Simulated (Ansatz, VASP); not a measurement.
One calculation of InP, two programs

Contents of POSCAR:

```
InP
1.0
    0.0000000000      2.9305000000      2.9305000000
    2.9305000000      0.0000000000      2.9305000000
    2.9305000000      2.9305000000      0.0000000000
In P
1 1
Direct
    0.0000000000      0.0000000000      0.0000000000
    0.2500000000      0.2500000000      0.2500000000
```

INCAR.step1

```
SYSTEM = InP
ALGO = Normal
EDIFF = 1E-4
ENCUT = 600
GGA = PE
ISMEAR = 0
LASPH = .TRUE.
LCHARG = .FALSE.
LREAL = .FALSE.
LWAVE = .TRUE.
NELM = 100
PREC = Accurate
SIGMA = 0.02
```

Contents of INCAR.step2:

```
SYSTEM = InP
ALGO = Normal
EDIFF = 1E-6
EDIFFG = -0.01
ENCUT = 600
IBRION = 2
ISIF = 3
ISMEAR = 0
ISTART = 1
LASPH = .TRUE.
LCHARG = .FALSE.
LMIXTAU = .TRUE.
LREAL = .FALSE.
LWAVE = .FALSE.
METAGGA = R2SCAN
NELM = 100
NSW = 80
PREC = Accurate
SIGMA = 0.02
```

KPOINTS

```
k-points
0
G
  10 10 10
  0 0 0
```

Input for Ansatz:

```yaml
crystal:
  lattice:
    - [0.0, 2.9305, 2.9305]
    - [2.9305, 0.0, 2.9305]
    - [2.9305, 2.9305, 0.0]
  atoms:
    - { symbol: In, position: [0.0, 0.0, 0.0] }
    - { symbol: P, position: [0.25, 0.25, 0.25] }
scf:
  occupations: { method: gaussian, width: 0.02 }
output:
  forces: true
  stress: true
  eigenvalues: true
  write_density: true
  write_potential: true
  elf: true
  volumetric_format: npy
kpoints:
  mp_grid: { grid: [10, 10, 10] }
hamiltonian:
  xc: r2scan
relax:
  f_tol: 0.01
  adjacent_minimum: "off"
  cell: { stress_tol: 0.05 }
```

Alike in both runs: task relaxation of cell and atoms; functional r2SCAN; k mesh 10 × 10 × 10; occupations gaussian, width 0.02 eV; no spin polarisation.

|  | VASP | Ansatz |
| --- | --- | --- |
| version | VASP 6.6.1 | Ansatz 0.2.0 |
| potentials or method | VASP PAW PBE potentials, release 64 (In_d, P) | scalar-relativistic, plane waves, PAW |
| plane-wave cutoff (eV) | 600 | 500 |
| valence electrons in the cell | 18 | 18 |

Ansatz gave:

| Item | Value |
| --- | --- |
| gap on the k mesh at the Fermi level, each at its own relaxed structure (eV) | 1.03 |
| relaxed volume (Å³/atom) | 25.77 |
| relaxed length of the cell vector where the two differ most in proportion (Å) | 4.177 |

Q: What did VASP give for the same quantities?

A: gap on the k mesh at the Fermi level, each at its own relaxed structure (eV): 1.04; relaxed volume (Å³/atom): 25.73; relaxed length of the cell vector where the two differ most in proportion (Å): 4.175.

VASP's potentials were made for PBE, not for r2SCAN.
